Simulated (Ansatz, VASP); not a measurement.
**WS2 in VASP and in Ansatz**

```xyz
3
Lattice="3.1239 0.0000 0.0000 -1.5620 2.7054 0.0000 0.0000 0.0000 16.9375" Properties=species:S:1:pos:R:3 pbc="T T T"
W     0.0000    1.8036    0.0273
S     1.4860    0.9018   15.2865
S     1.6380    0.9018    1.4942
```

Change from the starting cell: mode 4 frozen in at -0.076 Å and mode 9 at -0.078 Å (largest displacements).

Alike in both runs: task single point; functional PBEsol; dispersion D3(BJ); k mesh 12 × 12 × 2; occupations gaussian, width 0.05 eV; no spin polarisation.

|  | VASP | Ansatz |
| --- | --- | --- |
| version | VASP 6.6.1 | Ansatz 0.2.0 |
| potentials or method | VASP PAW PBE potentials, release 64 (W_sv, S), cutoff 520 eV | scalar-relativistic, plane waves, PAW |
| valence electrons in the cell | 26 | 26 |

Ansatz gave:

| Item | Value |
| --- | --- |
| gap on the k mesh at the Fermi level (eV) | 1.87 |
| least direct gap on the mesh (eV) | 2.02 |
| rms of the force components (eV/Å) | 1.544 |

Estimate VASP's values.

gap on the k mesh at the Fermi level (eV): 1.88; least direct gap on the mesh (eV): 2.03; rms of the force components (eV/Å): 1.548.

VASP's potentials were made for PBE, not for PBEsol, and Ansatz warns of the same on its side. Atom by atom the forces differ by 0.010 eV/Å (rms over components).

Spin-orbit coupling is off throughout.
